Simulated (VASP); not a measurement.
A run of VASP 6.6.1:

Contents of INCAR:

```
SYSTEM = ZnSe
  PREC = Accurate
  ENCUT = 500
  EDIFF = 1E-6
  ISMEAR = 0
  SIGMA = 0.02
  LREAL = .FALSE.
  LASPH = .TRUE.
  NELM = 120
  ALGO = Normal
  ISIF = 2
  LWAVE = .FALSE.
  LCHARG = .FALSE.
  GGA = PE
  NBANDS = 16
  GGA_COMPAT = .FALSE.
```

The input KPOINTS:

```
regular mesh
0
G
  6 6 6
  0 0 0
```

The input POSCAR:

```
ZnSe
1.0
    0.0000000000      2.8659201969      2.8659201969
    2.8659201969      0.0000000000      2.8659201969
    2.8659201969      2.8659201969      0.0000000000
Zn Se
1 1
Direct
    0.0000000000      0.0000000000      0.0000000000
    0.2500000000      0.2500000000      0.2500000000
```

Potentials or basis: VASP PAW PBE potentials, release 64 (Zn, Se).

Launch:

```bash
$ cat potpaw_PBE.64/Zn/POTCAR potpaw_PBE.64/Se/POTCAR > POTCAR
$ mpirun -np 1 vasp_std > vasp.out
```

Hardware: 1 thread of Intel(R) Xeon(R) Platinum 8488C (Sapphire Rapids) (shared host).

Q: Estimate the wall time of this run.

A: It took 14 s on 1 thread of Intel(R) Xeon(R) Platinum 8488C (Sapphire Rapids), with other jobs on the host, peak memory 0.16 GiB. Counts: scf iterations 13, k points 16.
